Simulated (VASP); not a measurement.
# EuMo (Pm-3m) in VASP: single point with PBE

Aim: the single point of EuMo with PBE.

All numbers are computed with VASP 6.6.1; they aren't measurements. Logs are shortened: lines on timing, memory, paths and dates and some standing lists are left out, and cuts for length are marked.

## Step 1: The cell of the first run

It takes space group Pm-3m (No. 221, cubic). The conventional cell has a = 3.531 Å, b = 3.531 Å, c = 3.531 Å, α = 90.00°, β = 90.00°, γ = 90.00°. Eu (site symmetry m-3m) has 8 Mo at 3.06 Å and 6 Eu at 3.53 Å within 4.0 Å. Mo (site symmetry m-3m) has 8 Eu at 3.06 Å and 6 Mo at 3.53 Å within 4.0 Å.

The cell was generated, and may not be a known phase.

## Step 2: Single point, PBE, collinear spin, ferrimagnetic start

INCAR reads:

```
SYSTEM = EuMo
PREC     = Accurate       ! precision mode
ENCUT    = 520            ! plane-wave cutoff, eV
EDIFF    = 1E-6           ! SCF threshold, eV
ISMEAR   = 0              ! smearing method
SIGMA    = 0.1            ! smearing width, eV
LREAL    = .False.        ! projectors in reciprocal space
LASPH    = .True.         ! aspherical terms in the spheres
NELM     = 150            ! most SCF steps
ALGO     = Normal         ! electronic algorithm
ISIF     = 2              ! what is computed and relaxed
LWAVE    = .False.        ! write WAVECAR
LCHARG   = .False.        ! write CHGCAR
ISPIN    = 2              ! spin polarisation
MAGMOM   = 7.06 -1.03     ! initial moments
LORBIT   = 11             ! projections on sites
LMAXMIX  = 6              ! l up to which the mixer works
GGA      = PE             ! functional
NBANDS   = 26             ! bands
```

KPOINTS reads:

```
Automatic mesh
0
Gamma
  16 16 16
  0 0 0
```

POSCAR reads:

```
EuMo
1.0
    3.5314496568      0.0000000000      0.0000000000
    0.0000000000      3.5314496568      0.0000000000
    0.0000000000      0.0000000000      3.5314496568
Eu Mo
1 1
Direct
    0.5000000000      0.5000000000      0.5000000000
    0.0000000000      0.0000000000      0.0000000000
```

Potentials or basis: VASP PAW PBE potentials, release 64 (Eu, Mo_sv).

Run with:

```
> cat potpaw_PBE.64/Eu/POTCAR potpaw_PBE.64/Mo_sv/POTCAR > POTCAR
> mpirun -np 1 vasp_std > vasp.out
```

OUTCAR:

```text
SYSTEM = EuMo
   PREC = Accurate
   ENCUT = 520
   EDIFF = 1E-6
   ISMEAR = 0
   LREAL = .False.
   LASPH = .True.
   NELM = 150
   ISIF = 2
   ISPIN = 2
   LORBIT = 11
   GGA = PE

 ion  position               nearest neighbor table
   1  0.500  0.500  0.500-   2 3.06   2 3.06   2 3.06   2 3.06   2 3.06   2 3.06   2 3.06   2 3.06

   2  0.000  0.000  0.000-   1 3.06   1 3.06   1 3.06   1 3.06   1 3.06   1 3.06   1 3.06   1 3.06

  LATTYP: Found a simple cubic cell.
 ALAT       =     3.5314496568

  Lattice vectors:

 A1 = (   3.5314496568,   0.0000000000,   0.0000000000)
 A2 = (   0.0000000000,   3.5314496568,   0.0000000000)
 A3 = (   0.0000000000,   0.0000000000,   3.5314496568)

Analysis of symmetry for initial positions (statically):
=====================================================================
 Subroutine PRICEL returns:
 Original cell was already a primitive cell.

 Routine SETGRP: Setting up the symmetry group for a
 simple cubic supercell.

 Subroutine GETGRP returns: Found 48 space group operations
 (whereof 48 operations were pure point group operations)
 out of a pool of 48 trial point group operations.

The static configuration has the point symmetry O_h .

Analysis of symmetry for dynamics (positions and initial velocities):
=====================================================================
 Subroutine PRICEL returns:
 Original cell was already a primitive cell.

 Routine SETGRP: Setting up the symmetry group for a
 simple cubic supercell.

 Subroutine GETGRP returns: Found 48 space group operations
 (whereof 48 operations were pure point group operations)
 out of a pool of 48 trial point group operations.

The dynamic configuration has the point symmetry O_h .

Analysis of structural, dynamic, and magnetic symmetry:
=====================================================================
 Subroutine PRICEL returns:
 Original cell was already a primitive cell.

 Routine SETGRP: Setting up the symmetry group for a
 simple cubic supercell.

 Subroutine GETGRP returns: Found 48 space group operations
 (whereof 48 operations were pure point group operations)
 out of a pool of 48 trial point group operations.

The overall configuration has the point symmetry O_h .

 Subroutine INISYM returns: Found 48 space group operations
 (whereof 48 operations are pure point group operations),
 and found     1 'primitive' translations

----------------------------------------------------------------------------------------

                                     Primitive cell

  volume of cell :      44.0412

  direct lattice vectors                    reciprocal lattice vectors
     3.531449657  0.000000000  0.000000000     0.283169830  0.000000000  0.000000000
     0.000000000  3.531449657  0.000000000     0.000000000  0.283169830  0.000000000
     0.000000000  0.000000000  3.531449657     0.000000000  0.000000000  0.283169830

  length of vectors
     3.531449657  3.531449657  3.531449657     0.283169830  0.283169830  0.283169830

  position of ions in fractional coordinates (direct lattice)
     0.500000000  0.500000000  0.500000000
     0.000000000  0.000000000  0.000000000

  ion indices of the primitive-cell ions
   primitive index   ion index
                 1           1
                 2           2

----------------------------------------------------------------------------------------

 KPOINTS: Automatic mesh

Automatic generation of k-mesh.
 Grid dimensions read from file:
 generate k-points for:   16   16   16

 Generating k-lattice:

  Cartesian coordinates                     Fractional coordinates (reciprocal lattice)
     0.017698114  0.000000000  0.000000000     0.062500000  0.000000000  0.000000000
     0.000000000  0.017698114  0.000000000     0.000000000  0.062500000  0.000000000
     0.000000000  0.000000000  0.017698114     0.000000000  0.000000000  0.062500000

  Length of vectors
     0.017698114  0.017698114  0.017698114

  Shift w.r.t. Gamma in fractional coordinates (k-lattice)
     0.000000000  0.000000000  0.000000000

 Subroutine IBZKPT returns following result:
 ===========================================

 Found    165 irreducible k-points:

 Following reciprocal coordinates:
            Coordinates               Weight
  0.000000  0.000000  0.000000      1.000000
  0.062500  0.000000  0.000000      6.000000
  0.125000  0.000000  0.000000      6.000000
  0.187500  0.000000  0.000000      6.000000
  0.250000  0.000000  0.000000      6.000000
  0.312500  0.000000  0.000000      6.000000
[... 16 lines left out ...]
  0.437500  0.125000  0.000000     24.000000
  0.500000  0.125000  0.000000     12.000000
 [... further k-points ...]
   k-points           NKPTS =    165   k-points in BZ     NKDIM =    165   number of bands    NBANDS=     26
   number of dos      NEDOS =    301   number of ions     NIONS =      2
   total plane-waves  NPLWV =  21952
   dimension x,y,z NGX =    28 NGY =   28 NGZ =   28
   dimension x,y,z NGXF=    56 NGYF=   56 NGZF=   56
   ions per type =               1   1
   NGX,Y,Z   is equivalent  to a cutoff of  13.18, 13.18, 13.18 a.u.
   NGXF,Y,Z  is equivalent  to a cutoff of  26.36, 26.36, 26.36 a.u.
 SYSTEM =  EuMo
   PREC   = accura    normal or accurate (medium, high low for compatibility)
   ISTART =      0    job   : 0-new  1-cont  2-samecut
   ICHARG =      2    charge: 1-file 2-atom 10-const
   ISPIN  =      2    spin polarized calculation?
   LNONCOLLINEAR =      F non collinear calculations
   LSORBIT =      F    spin-orbit coupling
   LASPH  =      T    aspherical Exc in radial PAW
   ENCUT  =  520.0 eV  38.22 Ry    6.18 a.u.   6.57  6.57  6.57*2*pi/ulx,y,z
   NELM   =    150;   NELMIN=  2; NELMDL= -5     # of ELM steps
   EDIFF  = 0.1E-05   stopping-criterion for ELM
   LREAL  =      F    real-space projection
   EDIFFG = 0.1E-04   stopping-criterion for IOM
   NSW    =      0    number of steps for IOM
   IBRION =     -1    ionic relax: 0-MD 1-quasi-New 2-CG
   NFREE  =      0    steps in history (QN), initial steepest desc. (CG)
   ISIF   =      2    stress and relaxation
   ISYM   =      2    0-nonsym 1-usesym 2-fastsym
   POTIM  = 0.5000    time-step for ionic-motion
   TEBEG  =    0.0;   TEEND  =   0.0 temperature during run
   PSTRESS=    0.0 pullay stress
   NELECT =      31.0000    total number of electrons
   NUPDOWN=      -1.0000    fix difference up-down
   EMIN   =  10.00;   EMAX   =-10.00  energy-range for DOS
   EFERMI =   0.00;   METHOD = LEGACY
   ISMEAR =     0;   SIGMA  =   0.10  broadening in eV -4-tet -1-fermi 0-gaus
   EFERMI_NEDOS =   21; number of points for ismear=-14 and -15
   IALGO  =     38    algorithm
   IMIX   =      4    mixing-type and parameters
     AMIX     =   0.40;   BMIX     =  1.00
     AMIX_MAG =   1.60;   BMIX_MAG =  1.00
  volume/ion in A,a.u.               =      22.02       148.60
  Fermi-wavevector in a.u.,A,eV,Ry     =   1.456272  2.751954 28.854242  2.120727
  Thomas-Fermi vector in A             =   2.573209
   LORBIT       =     11    0 simple, 1 ext, 2 COOP (PROOUT), +10 PAW based schemes
   GGA     = PE    functional components
   LHFCALC =     F    Hartree Fock is set to
   AEXX    =    0.0000 exact exchange contribution
   IVDW    =     0    specifies the selected vdW correction
   LEPSILON=     F    determine dielectric tensor
   LRPA    =     F    only Hartree local field effects (RPA)
 spin polarized calculation
 Gauss-broadening in eV      SIGMA  =   0.10
  energy-cutoff  :      520.00
  volume of cell :       44.04
 maximum number of plane-waves:      1213
 NGX is ok and might be reduce to    28
   NGX = 13   NGY = 13   NGZ = 13

 number of electron      31.0000005 magnetization       5.3478287

 Free energy of the ion-electron system (eV)
  ---------------------------------------------------
  ext. energy  EPLUGINS =         0.00000000
  ---------------------------------------------------
  free energy    TOTEN  =       -20.34221290 eV

  energy without entropy =      -20.31977922  energy(sigma->0) =      -20.33099606

 E-fermi :   6.1712     XC(G=0): -11.6685

 val. band max:        6.1704657614   @ k =   0.3750   0.3125   0.1875
 cond. band min:       6.1714541724   @ k =   0.3125   0.1875   0.0625
 fundamental gap:      0.0009884110
 Fermi energy:         6.1711948019

 spin component 1

 k-point     1 :       0.0000    0.0000    0.0000
  band No.  band energies     occupation
      1     -53.6711      1.00000
      2     -34.6493      1.00000
      3     -27.7183      1.00000
      4     -27.7183      1.00000
      5     -27.7183      1.00000
      6     -13.0509      1.00000
[... 18 lines left out ...]
     25      13.7195      0.00000
     26      13.7195      0.00000
[... 644 lines left out ...]
      4     -27.7210      1.00000
      5     -27.7071      1.00000
      6     -13.7054      1.00000
[... 18 lines left out ...]
     25      10.2270      0.00000
     26      12.4077      0.00000

 [... further k-points ...]

 spin component 2

 k-point     1 :       0.0000    0.0000    0.0000
  band No.  band energies     occupation
      1     -54.3666      1.00000
      2     -31.7582      1.00000
      3     -28.4882      1.00000
      4     -28.4882      1.00000
      5     -28.4882      1.00000
      6     -10.9524      1.00000
[... 18 lines left out ...]
     25      14.5559      0.00000
     26      14.5560      0.00000
[... 644 lines left out ...]
      4     -28.4913      1.00000
      5     -28.4780      1.00000
      6     -11.7585      1.00000
[... 18 lines left out ...]
     25      11.0285      0.00000
     26      13.2637      0.00000

 [... further k-points ...]

------------------------ aborting loop because EDIFF is reached ----------------------------------------

  FORCE on cell =-STRESS in cart. coord.  units (eV):
  Direction    XX          YY          ZZ          XY          YZ          ZX
  --------------------------------------------------------------------------------------
  -------------------------------------------------------------------------------------
  Total        0.0178858      0.0178858      0.0178858     -0.0000000     -0.0000000     -0.0000000
  in kB        0.6506685      0.6506685      0.6506685     -0.0000000     -0.0000000     -0.0000000
  external PRESSURE =       0.6506685 kB  Pullay stress =       0.0000000 kB

 VOLUME and BASIS-vectors are now :
 -----------------------------------------------------------------------------
  energy-cutoff  :      520.00
  volume of cell :       44.04
      direct lattice vectors                 reciprocal lattice vectors
     3.531449657  0.000000000  0.000000000     0.283169830  0.000000000  0.000000000
     0.000000000  3.531449657  0.000000000     0.000000000  0.283169830  0.000000000
     0.000000000  0.000000000  3.531449657     0.000000000  0.000000000  0.283169830

 POSITION                                       TOTAL-FORCE (eV/Angst)
 -----------------------------------------------------------------------------------
      1.76572      1.76572      1.76572         0.000000      0.000000      0.000000
      0.00000      0.00000      0.00000         0.000000      0.000000      0.000000
 -----------------------------------------------------------------------------------
    total drift:                               -0.000000      0.000000      0.000000

  FREE ENERGIE OF THE ION-ELECTRON SYSTEM (eV)
  ---------------------------------------------------
  free  energy   TOTEN  =       -20.3422129018 eV

  energy  without entropy=      -20.3197792237  energy(sigma->0) =      -20.33099606

 total charge

# of ion       s       p       d       f       tot
--------------------------------------------------
    1        2.097   5.682   0.691   6.377  14.846
    2        2.339   6.036   3.998   0.000  12.373
--------------------------------------------------
tot          4.435  11.718   4.689   6.377  27.219

 magnetization (x)

# of ion       s       p       d       f       tot
--------------------------------------------------
    1        0.005  -0.109   0.102   6.286   6.284
    2       -0.013   0.002  -1.093   0.000  -1.104
--------------------------------------------------
tot         -0.009  -0.106  -0.991   6.286   5.180
```

Run time: 11 min. Hardware: 1 thread of Intel Xeon Platinum 8259CL at 2.50GHz (Skylake/Cascade Lake), shared host; peak memory 0.43 GiB.

What came out:

- Free energy: -20.3422 eV
- Pressure: 0.1 GPa
- Net moment: 5.35 μB per cell
- Site moments: Eu +6.28; Mo -1.10 μB
- Valence electrons inside the program's atomic spheres: Eu 14.85; Mo 12.37

Levels at points of the mesh, in eV from the Fermi level:
Spin up:
```csv
k point,band 16,band 17,band 18,band 19,band 20,band 21
"(0.00, 0.00, 0.00)",-0.51,-0.51,-0.50,0.82,0.82,0.82
"(0.50, 0.00, 0.00)",-0.40,-0.40,0.22,0.87,1.15,1.15
"(0.50, 0.50, 0.00)",-0.51,-0.51,-0.40,-0.39,2.30,2.66
"(0.50, 0.50, 0.50)",-0.18,-0.18,-0.18,-0.04,-0.04,-0.04
```
Spin down:
```
           k point  band 9  band 10  band 11  band 12  band 13  band 14  band 15  band 16  band 17  band 18
(0.00, 0.00, 0.00)   -4.70    -2.76    -2.76     0.09     0.09     0.09     3.93     3.93     3.93     4.05
(0.50, 0.00, 0.00)   -1.69    -1.43    -1.20    -0.12    -0.12     0.37     1.66     2.32     3.66     3.66
(0.50, 0.50, 0.00)   -3.06    -2.53    -1.21    -1.21     1.64     2.26     2.86     2.86     3.98     3.98
(0.50, 0.50, 0.50)   -0.58    -0.58    -0.58     0.09     0.09     0.09     1.71     1.71     3.25     4.09
```

Caveat: spin-orbit coupling is left out, which moves the levels of the heavy elements; semilocal functionals describe open f shells poorly, which spoils levels, moments and volumes.
